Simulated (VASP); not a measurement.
Here is a VASP 6.6.1 calculation.

The input INCAR:

```
SYSTEM = W
  ALGO = Normal
  EDIFF = 1E-7
  ENCUT = 520
  GGA = PS
  ISIF = 2
  ISMEAR = -1
  LASPH = .True.
  LCHARG = .False.
  LREAL = .False.
  LWAVE = .False.
  NBANDS = 13
  NELM = 60
  PREC = Accurate
  SIGMA = 0.05
```

The input KPOINTS:

```
k-points
0
Gamma
  12 12 12
  0 0 0
```

The input POSCAR:

```
W
1.0
    0.0000000000      2.0632846043      2.0632846043
    2.0632846043      0.0000000000      2.0632846043
    2.0632846043      2.0632846043      0.0000000000
W
1
Direct
    0.0000000000      0.0000000000      0.0000000000
```

Potentials or basis: VASP PAW PBE potentials, release 64 (W_sv).

Command:

```console
$ cat potpaw_PBE.64/W_sv/POTCAR > POTCAR
$ mpirun -np 1 vasp_std > vasp.out
```

(1) Predict the band gap on the k mesh.

(2) Predict the pressure.

Results:

(1) zero (bands 7 and 8 overlap by 3.20 eV).

(2) -23.5 GPa.

Caveat: the cell stands under tension; the PAW data sets were made with another functional, which shifts forces and pressure a little; spin-orbit coupling is left out, which moves the levels of the heavy elements.
